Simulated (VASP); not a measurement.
A run of VASP 6.6.1 is set up as follows.

Contents of INCAR:

```
SYSTEM = Al16O25
  ALGO = Normal
  EDIFF = 1E-6
  ENCUT = 520
  GGA = PE
  ISIF = 2
  ISMEAR = 0
  LASPH = .True.
  LCHARG = .True.
  LELF = .True.
  LREAL = Auto
  LVHAR = .True.
  LWAVE = .False.
  NBANDS = 125
  NELECT = 200.0
  NELM = 80
  PREC = Accurate
  SIGMA = 0.02
```

KPOINTS

```
Automatic mesh
0
Gamma
  2 2 2
  0.5 0.5 0.5
```

POSCAR

```
Al16O25
1.0
   -4.8085976127     -2.7762451261      4.3749117470
    4.8085976127     -2.7762451261      4.3749117470
    0.0000000000      5.5524902522      4.3749117470
Al O
16 25
Direct
    0.1432610895      0.1182746090      0.1287294747
    0.6389581015      0.6550220153      0.1524086585
    0.6569965172      0.1572385128      0.6538934843
    0.1403493697      0.6360881449      0.6474083103
    0.3467501793      0.3549944365      0.3435544292
    0.8482020101      0.8571340026      0.3617822832
    0.8719617739      0.3937756910      0.8572827481
    0.3532229339      0.8761855205      0.8603961267
    0.6398406589      0.6605426683      0.6585254402
    0.1501096907      0.1496258238      0.6379809799
    0.1350183591      0.6533467330      0.1220605016
    0.6476419416      0.1551804037      0.1450775302
    0.8787278601      0.8589104125      0.8656514390
    0.3625693439      0.3627243921      0.8506848633
    0.3421577150      0.8516144315      0.3608960714
    0.8556413070      0.3569749914      0.3530182825
    0.3870929314      0.6083940715      0.7529794833
    0.9053990757      0.0970068028      0.7388881424
    0.8979506203      0.6048195856      0.2550684182
    0.4020384039      0.0963887787      0.2472897927
    0.4168176015      0.2561054506      0.5837684836
    0.8957997662      0.7522017711      0.6017532087
    0.9092687668      0.2561050503      0.0914004155
    0.3989988969      0.7600033771      0.1048996445
    0.5907696609      0.7561034670      0.4099102067
    0.0989487003      0.2566711699      0.3947159599
    0.0201614854      0.6206560615      0.8973992347
    0.6059204501      0.2555509623      0.9017121655
    0.7534183002      0.4157862643      0.5986142819
    0.2476653923      0.9038471374      0.6136387462
    0.2617614305      0.4153269539      0.0953196746
    0.7456353467      0.9073522576      0.1027082090
    0.2494467444      0.5998617079      0.4057797888
    0.7495235118      0.1052967530      0.4012583821
    0.6979605740      0.5960725810      0.9100262871
    0.2818742035      0.1290417993      0.8928537085
    0.5994137148      0.4068522522      0.2511156250
    0.0906113885      0.9160964046      0.3028365069
    0.1078700909      0.3833241097      0.7186608699
    0.5948251536      0.9123784542      0.7512097272
    0.1033721403     -0.1084495703     -0.0194562054
```

Potentials or basis: VASP PAW PBE potentials, release 64 (Al, O).

Command:

```bash
$ cat potpaw_PBE.64/Al/POTCAR potpaw_PBE.64/O/POTCAR > POTCAR
$ mpirun -np 1 vasp_std > vasp.out
```

**Question.** Estimate the largest force.

**Answer.** 0.020 eV/Å.

Forces in eV/Å, atoms in the order of the input:
```
Al   0.010 -0.008  0.006
Al  -0.003 -0.005 -0.005
Al  -0.005 -0.004  0.000
Al   0.012  0.003 -0.002
Al   0.001 -0.001  0.001
Al   0.000 -0.005  0.002
Al  -0.009  0.005  0.001
Al  -0.008  0.001  0.004
Al   0.002  0.006  0.001
Al  -0.007  0.012 -0.009
Al  -0.003  0.018  0.004
Al  -0.004 -0.005  0.000
Al   0.014  0.008 -0.010
Al   0.005  0.002  0.011
Al   0.007 -0.005  0.006
Al   0.004 -0.004 -0.004
O    0.005 -0.005  0.001
O   -0.005  0.002 -0.001
O    0.005 -0.003  0.002
O   -0.002 -0.002 -0.001
O   -0.007 -0.003  0.002
O    0.006  0.005  0.001
O    0.005  0.009  0.001
O    0.006  0.006 -0.001
O   -0.002 -0.004  0.003
O   -0.001 -0.008 -0.004
O    0.002 -0.013  0.011
O   -0.005 -0.001  0.000
O    0.002 -0.001 -0.005
O   -0.005 -0.001 -0.001
O   -0.009 -0.001  0.000
O    0.000  0.003  0.000
O   -0.009 -0.005 -0.003
O    0.007  0.001  0.007
O    0.008 -0.002  0.000
O   -0.010  0.002 -0.017
O    0.001  0.007 -0.002
O   -0.003  0.001 -0.006
O    0.006  0.000  0.008
O   -0.006 -0.008  0.006
O   -0.005  0.004 -0.006
```

Caveat: the cell carries a net charge on a neutralising background, which shifts energy and pressure.
